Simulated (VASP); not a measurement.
# TiAl (P-6m2) in VASP: further runs

Runs on TiAl. Level: PBEsol. Tasks: single point.

Program: VASP 6.6.1. These are calculated values, not measurements. Logs are shortened: lines on timing, memory, paths and dates and some standing lists are left out, and cuts for length are marked.

**1. The cell of the first run**

Symmetry: P-6m2, No. 187, hexagonal system. Conventional cell: a = 2.802 Å, b = 2.802 Å, c = 4.773 Å, α = 90.00°, β = 90.00°, γ = 120.00°. Within 3.7 Å of Ti (site symmetry -6m2) lie 6 Ti at 2.80 Å and 6 Al at 2.88 Å. Al (site symmetry -6m2) has 6 Al at 2.80 Å and 6 Ti at 2.88 Å within 3.7 Å.

**2. Single point, PBEsol**

The input, INCAR:

```
PREC = Accurate
ENCUT = 500
EDIFF = 1E-6
ISMEAR = 0
SIGMA = 0.15
LREAL = False
LASPH = True
NELM = 120
ALGO = Normal
ISIF = 2
LWAVE = False
LCHARG = False
GGA = PS
NBANDS = 14
GGA_COMPAT = False
```

The input, KPOINTS:

```
Automatic mesh
0
Gamma
  24 24 14
```

The input, POSCAR:

```
TiAl
1.0
    2.8018806494      0.0000000000      0.0000000000
   -1.4009403247      2.4264998208      0.0000000000
    0.0000000000      0.0000000000      4.7726872940
Ti Al
1 1
Direct
    0.0000000000      0.0000000000      0.0000000000
    0.3333333333      0.6666666667      0.5000000000
```

Potentials or basis: VASP PAW PBE potentials, release 64 (Ti_sv, Al).

Command:

```
cat potpaw_PBE.64/Ti_sv/POTCAR potpaw_PBE.64/Al/POTCAR > POTCAR
mpirun -np 1 vasp_std > vasp.out
```

OUTCAR:

```text
PREC = Accurate
   ENCUT = 500
   EDIFF = 1E-6
   ISMEAR = 0
   LREAL = False
   LASPH = True
   NELM = 120
   ISIF = 2
   GGA = PS

 ion  position               nearest neighbor table
   1  0.000  0.000  0.000-   2 2.88   2 2.88   2 2.88   2 2.88   2 2.88   2 2.88
   2  0.333  0.667  0.500-   1 2.88   1 2.88   1 2.88   1 2.88   1 2.88   1 2.88

  LATTYP: Found a hexagonal cell.
 ALAT       =     2.8018806494
 C/A-ratio  =     1.7033870786

  Lattice vectors:

 A1 = (   2.8018806494,   0.0000000000,   0.0000000000)
 A2 = (  -1.4009403247,   2.4264998208,   0.0000000000)
 A3 = (   0.0000000000,   0.0000000000,   4.7726872940)

Analysis of symmetry for initial positions (statically):
=====================================================================
 Subroutine PRICEL returns:
 Original cell was already a primitive cell.

 Routine SETGRP: Setting up the symmetry group for a
 hexagonal supercell.

 Subroutine GETGRP returns: Found 12 space group operations
 (whereof 12 operations were pure point group operations)
 out of a pool of 24 trial point group operations.

The static configuration has the point symmetry D_3h.

Analysis of symmetry for dynamics (positions and initial velocities):
=====================================================================
 Subroutine PRICEL returns:
 Original cell was already a primitive cell.

 Routine SETGRP: Setting up the symmetry group for a
 hexagonal supercell.

 Subroutine GETGRP returns: Found 12 space group operations
 (whereof 12 operations were pure point group operations)
 out of a pool of 24 trial point group operations.

The dynamic configuration has the point symmetry D_3h.

 Subroutine INISYM returns: Found 12 space group operations
 (whereof 12 operations are pure point group operations),
 and found     1 'primitive' translations

----------------------------------------------------------------------------------------

                                     Primitive cell

  volume of cell :      32.4484

  direct lattice vectors                    reciprocal lattice vectors
     2.801880649  0.000000000  0.000000000     0.356903139  0.206058124  0.000000000
    -1.400940325  2.426499821  0.000000000     0.000000000  0.412116247  0.000000000
     0.000000000  0.000000000  4.772687294     0.000000000  0.000000000  0.209525565

  length of vectors
     2.801880649  2.801880649  4.772687294     0.412116247  0.412116247  0.209525565

  position of ions in fractional coordinates (direct lattice)
     0.000000000  0.000000000  0.000000000
     0.333333333  0.666666667  0.500000000

  ion indices of the primitive-cell ions
   primitive index   ion index
                 1           1
                 2           2

----------------------------------------------------------------------------------------

 KPOINTS: Automatic mesh

Automatic generation of k-mesh.
 Grid dimensions read from file:
 generate k-points for:   24   24   14

 Generating k-lattice:

  Cartesian coordinates                     Fractional coordinates (reciprocal lattice)
     0.014870964  0.008585755  0.000000000     0.041666667 -0.000000000  0.000000000
     0.000000000  0.017171510  0.000000000     0.000000000  0.041666667  0.000000000
     0.000000000  0.000000000  0.014966112     0.000000000  0.000000000  0.071428571

  Length of vectors
     0.017171510  0.017171510  0.014966112

  Shift w.r.t. Gamma in fractional coordinates (k-lattice)
     0.000000000  0.000000000  0.000000000

 Subroutine IBZKPT returns following result:
 ===========================================

 Found    488 irreducible k-points:

 Following reciprocal coordinates:
            Coordinates               Weight
  0.000000  0.000000  0.000000      1.000000
  0.041667 -0.000000  0.000000      6.000000
  0.083333 -0.000000  0.000000      6.000000
  0.125000 -0.000000  0.000000      6.000000
  0.166667 -0.000000  0.000000      6.000000
  0.208333 -0.000000  0.000000      6.000000
[... 16 lines left out ...]
  0.416667  0.041667  0.000000     12.000000
  0.458333  0.041667  0.000000     12.000000
 [... further k-points ...]
   k-points           NKPTS =    488   k-points in BZ     NKDIM =    488   number of bands    NBANDS=     14
   number of dos      NEDOS =    301   number of ions     NIONS =      2
   total plane-waves  NPLWV =  14400
   dimension x,y,z NGX =    20 NGY =   20 NGZ =   36
   dimension x,y,z NGXF=    40 NGYF=   40 NGZF=   72
   ions per type =               1   1
   NGX,Y,Z   is equivalent  to a cutoff of  11.87, 11.87, 12.54 a.u.
   NGXF,Y,Z  is equivalent  to a cutoff of  23.73, 23.73, 25.08 a.u.
 SYSTEM =  unknown system
   PREC   = accura    normal or accurate (medium, high low for compatibility)
   ISTART =      0    job   : 0-new  1-cont  2-samecut
   ICHARG =      2    charge: 1-file 2-atom 10-const
   ISPIN  =      1    spin polarized calculation?
   LNONCOLLINEAR =      F non collinear calculations
   LSORBIT =      F    spin-orbit coupling
   LASPH  =      T    aspherical Exc in radial PAW
   ENCUT  =  500.0 eV  36.75 Ry    6.06 a.u.   5.11  5.11  8.70*2*pi/ulx,y,z
   NELM   =    120;   NELMIN=  2; NELMDL= -5     # of ELM steps
   EDIFF  = 0.1E-05   stopping-criterion for ELM
   LREAL  =      F    real-space projection
   EDIFFG = 0.1E-04   stopping-criterion for IOM
   NSW    =      0    number of steps for IOM
   IBRION =     -1    ionic relax: 0-MD 1-quasi-New 2-CG
   NFREE  =      0    steps in history (QN), initial steepest desc. (CG)
   ISIF   =      2    stress and relaxation
   ISYM   =      2    0-nonsym 1-usesym 2-fastsym
   POTIM  = 0.5000    time-step for ionic-motion
   TEBEG  =    0.0;   TEEND  =   0.0 temperature during run
   PSTRESS=    0.0 pullay stress
   NELECT =      15.0000    total number of electrons
   NUPDOWN=      -1.0000    fix difference up-down
   EMIN   =  10.00;   EMAX   =-10.00  energy-range for DOS
   EFERMI =   0.00;   METHOD = LEGACY
   ISMEAR =     0;   SIGMA  =   0.15  broadening in eV -4-tet -1-fermi 0-gaus
   EFERMI_NEDOS =   21; number of points for ismear=-14 and -15
   IALGO  =     38    algorithm
   IMIX   =      4    mixing-type and parameters
     AMIX     =   0.40;   BMIX     =  1.00
     AMIX_MAG =   1.60;   BMIX_MAG =  1.00
  volume/ion in A,a.u.               =      16.22       109.49
  Fermi-wavevector in a.u.,A,eV,Ry     =   1.265827  2.392066 21.800854  1.602318
  Thomas-Fermi vector in A             =   2.399060
   LORBIT       =      0    0 simple, 1 ext, 2 COOP (PROOUT), +10 PAW based schemes
   GGA     = PS    functional components
   LHFCALC =     F    Hartree Fock is set to
   AEXX    =    0.0000 exact exchange contribution
   IVDW    =     0    specifies the selected vdW correction
   LEPSILON=     F    determine dielectric tensor
   LRPA    =     F    only Hartree local field effects (RPA)
 non-spin polarized calculation
 Gauss-broadening in eV      SIGMA  =   0.15
  energy-cutoff  :      500.00
  volume of cell :       32.45
 maximum number of plane-waves:       841
   NGX = 11   NGY = 11   NGZ = 17

 number of electron      15.0000004 magnetization

 Free energy of the ion-electron system (eV)
  ---------------------------------------------------
  ext. energy  EPLUGINS =         0.00000000
  ---------------------------------------------------
  free energy    TOTEN  =       -12.92049603 eV

  energy without entropy =      -12.89498921  energy(sigma->0) =      -12.90774262

 E-fermi :   8.0999     XC(G=0): -11.1412

 val. band max:        8.0981546603   @ k =   0.2917   0.2500   0.5000
 cond. band min:       8.1015787670   @ k =   0.1667   0.1667   0.3571
 fundamental gap:      0.0034241068
 Fermi energy:         8.0999223879

 k-point     1 :       0.0000    0.0000    0.0000
  band No.  band energies     occupation
      1     -48.1512      2.00000
      2     -24.5821      2.00000
      3     -24.0725      2.00000
      4     -24.0725      2.00000
      5      -1.0717      2.00000
      6       5.5639      2.00000
      7       5.8958      2.00000
      8       9.4158      0.00000
      9       9.4158      0.00000
     10      11.0548      0.00000
     11      11.0548      0.00000
     12      11.5818      0.00000
     13      21.5587      0.00000
     14      21.5587      0.00000

 k-point     2 :       0.0417   -0.0000    0.0000
  band No.  band energies     occupation
      1     -48.1491      2.00000
      2     -24.5801      2.00000
      3     -24.0852      2.00000
      4     -24.0753      2.00000
      5      -1.0265      2.00000
      6       5.6165      2.00000
      7       5.9058      2.00000
      8       9.3705      0.00000
      9       9.4545      0.00000
     10      11.0418      0.00000
     11      11.0554      0.00000
     12      11.5953      0.00000
     13      20.6689      0.00000
     14      21.0557      0.00000

 k-point     3 :       0.0833   -0.0000    0.0000
  band No.  band energies     occupation
      1     -48.1428      2.00000
      2     -24.5741      2.00000
      3     -24.1224      2.00000
      4     -24.0836      2.00000
      5      -0.8914      2.00000
      6       5.7708      2.00000
      7       5.9348      2.00000
      8       9.2421      0.00000
      9       9.5693      0.00000
     10      11.0038      0.00000
     11      11.0590      0.00000
     12      11.6342      0.00000
     13      19.2388      0.00000
     14      20.3377      0.00000
[... 324 lines left out ...]
 k-point    23 :       0.4167    0.0417    0.0000
  band No.  band energies     occupation
      1     -48.0289      2.00000
      2     -24.7619      2.00000
      3     -24.4663      2.00000
      4     -24.2385      2.00000
      5       3.5365      2.00000
      6       6.1869      2.00000
      7       6.4411      2.00000
      8       7.1399      2.00000
      9      10.2565      0.00000
     10      11.8116      0.00000
     11      12.0803      0.00000
     12      12.2155      0.00000
     13      13.3323      0.00000
     14      16.0524      0.00000

 k-point    24 :       0.4583    0.0417    0.0000
  band No.  band energies     occupation
      1     -48.0246      2.00000
      2     -24.7850      2.00000
      3     -24.4623      2.00000
      4     -24.2441      2.00000
      5       4.2416      2.00000
      6       5.5340      2.00000
      7       6.4589      2.00000
      8       6.9980      2.00000
      9      10.2288      0.00000
     10      11.9850      0.00000
     11      12.1942      0.00000
     12      12.2475      0.00000
     13      13.5585      0.00000
     14      15.9713      0.00000

 [... further k-points ...]

------------------------ aborting loop because EDIFF is reached ----------------------------------------

  FORCE on cell =-STRESS in cart. coord.  units (eV):
  Direction    XX          YY          ZZ          XY          YZ          ZX
  --------------------------------------------------------------------------------------
  -------------------------------------------------------------------------------------
  Total        0.4524137      0.4524137     -1.1573975      0.0000000      0.0000000      0.0000000
  in kB       22.3384710     22.3384710    -57.1478965      0.0000000      0.0000000      0.0000000
  external PRESSURE =      -4.1569848 kB  Pullay stress =       0.0000000 kB

 VOLUME and BASIS-vectors are now :
 -----------------------------------------------------------------------------
  energy-cutoff  :      500.00
  volume of cell :       32.45
      direct lattice vectors                 reciprocal lattice vectors
     2.801880649  0.000000000  0.000000000     0.356903139  0.206058124  0.000000000
    -1.400940325  2.426499821  0.000000000     0.000000000  0.412116247  0.000000000
     0.000000000  0.000000000  4.772687294     0.000000000  0.000000000  0.209525565

 POSITION                                       TOTAL-FORCE (eV/Angst)
 -----------------------------------------------------------------------------------
      0.00000      0.00000      0.00000        -0.000000     -0.000000      0.000000
     -0.00000      1.61767      2.38634         0.000000      0.000000      0.000000
 -----------------------------------------------------------------------------------
    total drift:                                0.000000     -0.000000      0.000000

  FREE ENERGIE OF THE ION-ELECTRON SYSTEM (eV)
  ---------------------------------------------------
  free  energy   TOTEN  =       -12.9204960268 eV

  energy  without entropy=      -12.8949892133  energy(sigma->0) =      -12.90774262
```

Wall time 63 s (1 thread of Intel Xeon 6975P-C (Granite Rapids), shared host); peak memory 0.32 GiB.

Results:

* Free energy: -12.9205 eV
* Pressure: -0.4 GPa
* Band gap on the k mesh: zero (an odd number of electrons rules out a gap without spin polarisation)

Stress tensor (GPa, compression positive):
```
 2.23  0.00  0.00
 0.00  2.23  0.00
 0.00  0.00 -5.71
```

Caveat: the stress differs along the axes, from -6 to 2 GPa; the PAW data sets were made with another functional, which shifts forces and pressure a little.

**3. Single point, PBEsol**

This run uses another cell than the first one, of the same volume but with other edges.

The input, INCAR:

```
PREC     = Accurate       # precision mode
ENCUT    = 500            # plane-wave cutoff, eV
EDIFF    = 1E-6           # SCF threshold, eV
ISMEAR   = 0              # smearing method
SIGMA    = 0.15           # smearing width, eV
LREAL    = False          # projectors in reciprocal space
LASPH    = True           # aspherical terms in the spheres
NELM     = 120            # most SCF steps
ALGO     = Normal         # electronic algorithm
ISIF     = 2              # what is computed and relaxed
LWAVE    = False          # write WAVECAR
LCHARG   = True           # write CHGCAR
GGA      = PS             # functional
LELF     = True           # ELF
LVHAR    = True         
NBANDS   = 14             # bands
GGA_COMPAT= False
```

KPOINTS is that of step 2.

The input, POSCAR:

```
TiAl
1.0
    3.0677224829      0.0000000000      0.0000000000
   -1.5338612414      2.6567256020      0.0000000000
    0.0000000000      0.0000000000      3.9813476862
Ti Al
1 1
Direct
    0.0000000000      0.0000000000      0.0000000000
    0.3333333333      0.6666666667      0.5000000000
```

Potentials or basis: VASP PAW PBE potentials, release 64 (Ti_sv, Al).

Command:

```
cat potpaw_PBE.64/Ti_sv/POTCAR potpaw_PBE.64/Al/POTCAR > POTCAR
mpirun -np 1 vasp_std > vasp.out
```

Run time: 58 s. Hardware: 1 thread of Intel Xeon 6975P-C (Granite Rapids), shared host; peak memory 0.32 GiB.

It converged, with:

```yaml
Free_energy: -12.5410 eV
Pressure: 5.2 GPa
Band_gap_on_the_k_mesh: zero (an odd number of electrons rules out a gap without spin polarisation)
```

Stress tensor (GPa, compression positive):
```
-2.85  0.00  0.00
 0.00 -2.85  0.00
 0.00  0.00 21.28
```

Levels at points of the mesh, in eV from the Fermi level:
```
           k point  band 4  band 5  band 6  band 7  band 8  band 9  band 10  band 11  band 12  band 13
(0.00, 0.00, 0.00)  -32.45   -8.68   -1.61    0.36    0.99    0.99     2.19     2.19     6.76    10.62
(0.50, 0.00, 0.00)  -32.53   -4.20   -3.32   -1.16   -0.83    1.61     3.30     4.31     5.68     5.94
(0.00, 0.00, 0.50)  -32.45   -7.02   -4.90    0.84    1.08    1.08     1.83     1.83    10.23    10.81
(0.50, 0.00, 0.50)  -32.52   -4.01   -2.05   -1.89    0.30    0.93     1.57     3.32     4.66     5.90
```

Caveat: the stress differs along the axes, from -3 to 21 GPa; the PAW data sets were made with another functional, which shifts forces and pressure a little.

**4. Single point, PBEsol**

This run uses another cell than the first one, of the same volume but with other edges.

The input, INCAR:

```
SYSTEM = TiAl
PREC = Accurate
ENCUT = 500
EDIFF = 1E-6
ISMEAR = 0
SIGMA = 0.15
LREAL = .False.
LASPH = .True.
NELM = 120
ALGO = Normal
ISIF = 2
LWAVE = .False.
LCHARG = .False.
GGA = PS
NBANDS = 14
GGA_COMPAT = .False.
```

The input, KPOINTS:

```
Automatic mesh
0
Gamma
  24 24 14
  0 0 0
```

The input, POSCAR:

```
TiAl
1.0
    2.6093456614      0.0000000000      0.0000000000
   -1.3046728307      2.2597596300      0.0000000000
    0.0000000000      0.0000000000      5.5029937031
Ti Al
1 1
Direct
    0.0000000000      0.0000000000      0.0000000000
    0.3333333333      0.6666666667      0.5000000000
```

Command:

```
cat potpaw_PBE.64/Ti_sv/POTCAR potpaw_PBE.64/Al/POTCAR > POTCAR
mpirun -np 1 vasp_std > vasp.out
```

Wall time 64 s (1 thread of Intel Xeon 6975P-C (Granite Rapids), shared host); peak memory 0.32 GiB.

Results (log left out):

```yaml
Free_energy: -12.1297 eV
Pressure: 4.9 GPa
Band_gap_on_the_k_mesh: zero (an odd number of electrons rules out a gap without spin polarisation)
```

Stress tensor (GPa, compression positive):
```
 19.71   0.00   0.00
  0.00  19.71   0.00
  0.00   0.00 -24.74
```

Levels at points of the mesh, in eV from the Fermi level:
```tsv
k point	band 5	band 6	band 7	band 8	band 9	band 10
(0.00, 0.00, 0.00)	-9.90	-3.70	-3.62	0.92	1.18	1.18
(0.50, 0.00, 0.00)	-3.70	-2.49	-1.98	-1.88	2.58	3.06
(0.00, 0.00, 0.50)	-9.53	-5.92	-2.01	1.18	1.18	2.75
(0.50, 0.00, 0.50)	-3.60	-2.76	-2.47	0.65	0.83	1.24
```

Caveat: the stress differs along the axes, from -25 to 20 GPa; the PAW data sets were made with another functional, which shifts forces and pressure a little.

**5. Summary**

| cell | gap on the mesh (eV) | pressure (GPa) |
| --- | --- | --- |
| a = 2.802, b = 2.802, c = 4.773 Å, angles 90.0, 90.0, 120.0°, 2 atoms | none | -0.4 |
| a = 3.068, b = 3.068, c = 3.981 Å, angles 90.0, 90.0, 120.0°, 2 atoms | none | 5.2 |
| a = 2.609, b = 2.609, c = 5.503 Å, angles 90.0, 90.0, 120.0°, 2 atoms | none | 4.9 |

Alike in all rows: task single point; level PBEsol; potentials or basis VASP PAW PBE potentials, release 64 (Ti_sv, Al); no spin polarisation; k mesh 24 × 24 × 14; cutoff (eV) 500; smearing gaussian 0.15 eV.

Caveats: the PAW data sets were made with another functional, which shifts forces and pressure a little; the stress differs along the axes, from -6 to 2 GPa (at least some runs); the stress differs along the axes, from -3 to 21 GPa (at least some runs); the stress differs along the axes, from -25 to 20 GPa (at least some runs).

Total energies depend on the potentials used, so only differences within one code and one set of settings carry meaning.
